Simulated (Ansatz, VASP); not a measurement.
One calculation of CaO, two programs

File INCAR:

```
SYSTEM = CaO
  PREC = Accurate
  ENCUT = 520
  EDIFF = 1E-6
  ISMEAR = 0
  SIGMA = 0.05
  LREAL = .False.
  LASPH = .True.
  NELM = 100
  ALGO = Normal
  ISIF = 2
  LWAVE = .False.
  LCHARG = .False.
  GGA = PE
  NBANDS = 24
```

File KPOINTS:

```
regular mesh
0
Gamma
  9 9 6
  0 0 0
```

File POSCAR:

```
CaO
1.0
    3.6845003198      0.0000000000      0.0000000000
   -1.8422501599      3.6993015827      0.0000000000
    0.0000000000      0.0000000000      4.8717016612
Ca O
2 2
Direct
    0.3333333333      0.6666666667      0.7500000000
    0.6666666667      0.3333333333      0.2500000000
    0.3333333333      0.6666666667      0.2500000000
    0.6666666667      0.3333333333      0.7500000000
```

Input for Ansatz:

```yaml
crystal:
  lattice:
    - [3.6845003198, 0.0, 0.0]
    - [-1.8422501599, 3.6993015827, 0.0]
    - [0.0, 0.0, 4.8717016612]
  atoms:
    - { symbol: Ca, position: [0.3333333333, 0.6666666667, 0.75] }
    - { symbol: Ca, position: [0.6666666667, 0.3333333333, 0.25] }
    - { symbol: O, position: [0.3333333333, 0.6666666667, 0.25] }
    - { symbol: O, position: [0.6666666667, 0.3333333333, 0.75] }
basis:
  ecutwfc: 520.0
kpoints:
  mp_grid: { grid: [9, 9, 6] }
hamiltonian:
  xc: pbe
scf:
  occupations: { method: gaussian, width: 0.05 }
output:
  forces: true
  stress: true
  eigenvalues: true
```

Change from the starting cell: strain +e along x and -e along y -0.0733, strain +e along z and -e/2 along x and y +0.0133.

Alike in both runs: task single point; functional PBE; k mesh 9 × 9 × 6; occupations gaussian, width 0.05 eV; no spin polarisation.

|  | VASP | Ansatz |
| --- | --- | --- |
| version | VASP 6.6.1 | Ansatz 0.2.0 |
| potentials or method | VASP PAW PBE potentials, release 64 (Ca_sv, O), cutoff 520 eV | scalar-relativistic, plane waves, PAW |
| valence electrons in the cell | 32 | 32 |

Ansatz gave:

- gap on the k mesh at the Fermi level (eV): 3.25
- least direct gap on the mesh (eV): 3.25
- pressure (GPa): 1.1
- traceless stress, the component that is largest in VASP (GPa): 6.86
- rms of the force components (eV/Å): 0.388

What did VASP give for the same quantities?

gap on the k mesh at the Fermi level (eV): 3.23; least direct gap on the mesh (eV): 3.23; pressure (GPa): 1.6; traceless stress, the component that is largest in VASP (GPa): 7.02; rms of the force components (eV/Å): 0.411.

Atom by atom the forces differ by 0.023 eV/Å (rms over components). The functional is the same, so the differences come from potentials, cutoffs and numerics.
